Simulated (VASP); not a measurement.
Au, 1 atom in the cell. Symmetry: Fm-3m, No. 225, cubic system. Conventional cell: a = 4.070 Å, b = 4.070 Å, c = 4.070 Å, α = 90.00°, β = 90.00°, γ = 90.00°. Au (site symmetry m-3m) has 12 Au at 2.88 Å within 3.8 Å. 

```yaml
Program: VASP 6.6.1
Task: relaxation of cell and atoms
Functional: PBE
Potentials_or_basis: VASP PAW PBE potentials, release 64 (Au)
Cutoff: 600 eV
k_mesh: 7 × 7 × 7
Occupations: fermi-dirac, width 0.1 eV
Spin: no spin polarisation
Dipole_correction: no
Further_INCAR_settings: ALGO = Normal; EDIFF = 1e-06; IBRION = 2; EDIFFG = -0.01; NSW = 80; ISIF = 3
```

Potentials or basis: VASP PAW PBE potentials, release 64 (Au).

The run is started by

```sh
$ cat potpaw_PBE.64/Au/POTCAR > POTCAR
$ mpirun -np 1 vasp_std > vasp.out
```

Hardware: 1 thread of Intel(R) Xeon(R) Platinum 8488C (Sapphire Rapids), on a shared host.

Task: How long does it take, and how much memory?

Result: Wall time 7.9 s on 1 thread of Intel(R) Xeon(R) Platinum 8488C (Sapphire Rapids), on a shared host, peak memory 0.14 GiB. Counts: scf iterations 31, k points 20, ion steps 4.
